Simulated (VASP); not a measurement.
Zr, 1 atom in the cell. Symmetry: I4/mmm, No. 139, tetragonal system. Conventional cell: a = 3.051 Å, b = 3.051 Å, c = 4.777 Å, α = 90.00°, β = 90.00°, γ = 90.00°. Zr (site symmetry 4/mmm) has 12 Zr at 3.05 to 3.22 Å within 4.0 Å.  This cell differs from its parent crystal: volume 22.228 Å^3 an atom, c/a of the conventional cell 1.5658.

```yaml
Program: VASP 6.6.1
Task: single point
Functional: PBE
Potentials_or_basis: VASP PAW PBE potentials, release 64 (Zr_sv)
Cutoff: 500 eV
k_mesh: 20 × 20 × 20
Occupations: gaussian, width 0.15 eV
Spin: no spin polarisation
Dipole_correction: no
Further_INCAR_settings: ALGO = Normal; EDIFF = 1e-06; NBANDS = 12
```

Potentials or basis: VASP PAW PBE potentials, release 64 (Zr_sv).

Command:

```bash
$ cat potpaw_PBE.64/Zr_sv/POTCAR > POTCAR
$ mpirun -np 1 vasp_std > vasp.out
```

Hardware: 1 thread of Intel(R) Xeon(R) Platinum 8488C (Sapphire Rapids) (shared host).

Estimate the wall time of this run.

Wall time 52 s on 1 thread of Intel(R) Xeon(R) Platinum 8488C (Sapphire Rapids) (shared host), peak memory 0.27 GiB. Counts: scf iterations 12, k points 641.
